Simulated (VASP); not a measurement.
Wanted: the native input for a VASP 6.6.1 run.

- Task: single point
- Functional: PBE
- Potentials or basis: VASP PAW PBE potentials, release 64 (Be, Cd_sv_GW, S)
- Cutoff: 600 eV
- k mesh: 12 × 12 × 6
- Occupations: gaussian, width 0.1 eV
- Spin: no spin polarisation
- Dipole correction: no
- Further INCAR settings: ALGO = Normal; EDIFF = 1e-06; NBANDS = 26

The structure of Be2CdS2 lies in POSCAR:

```
Be2CdS2
1.0
    4.1698708919      0.0000000000      0.0000000000
   -2.0849354460      3.6112141229      0.0000000000
    0.0000000000      0.0000000000      7.7133495664
Be Cd S
2 1 2
Direct
    0.3333333333      0.6666666667      0.5000000000
    0.6666666667      0.3333333333      0.5000000000
    0.0000000000      0.0000000000      0.5000000000
    0.0000000000      0.0000000000      0.1260599905
    0.0000000000      0.0000000000      0.8739400095
```

The cell was built from a structure type or drawn by symmetry, and may not be a known phase.

One way to write it, as run:

INCAR

```
ALGO = Normal
EDIFF = 1E-6
ENCUT = 600
GGA = PE
GGA_COMPAT = False
ISIF = 2
ISMEAR = 0
LASPH = True
LCHARG = False
LREAL = False
LWAVE = False
NBANDS = 26
NELM = 120
PREC = Accurate
SIGMA = 0.1
```

KPOINTS

```
k-points
0
Gamma
  12 12 6
```

Potentials or basis: VASP PAW PBE potentials, release 64 (Be, Cd_sv_GW, S).

The run is started by

```console
$ cat potpaw_PBE.64/Be/POTCAR potpaw_PBE.64/Cd_sv_GW/POTCAR potpaw_PBE.64/S/POTCAR > POTCAR
$ mpirun -np 1 vasp_std > vasp.out
```

Results of the run:

| Quantity | Value |
| --- | --- |
| Pressure | -0.3 GPa |
| Largest force | 0.191 eV/Å |
| Band gap on the k mesh | zero (bands 18 and 19 overlap by 1.36 eV) |

Run time: 2.8 min on 1 thread of AMD EPYC 9R45 96-Core Processor (Zen 5), with other jobs on the host, peak memory 0.47 GiB.
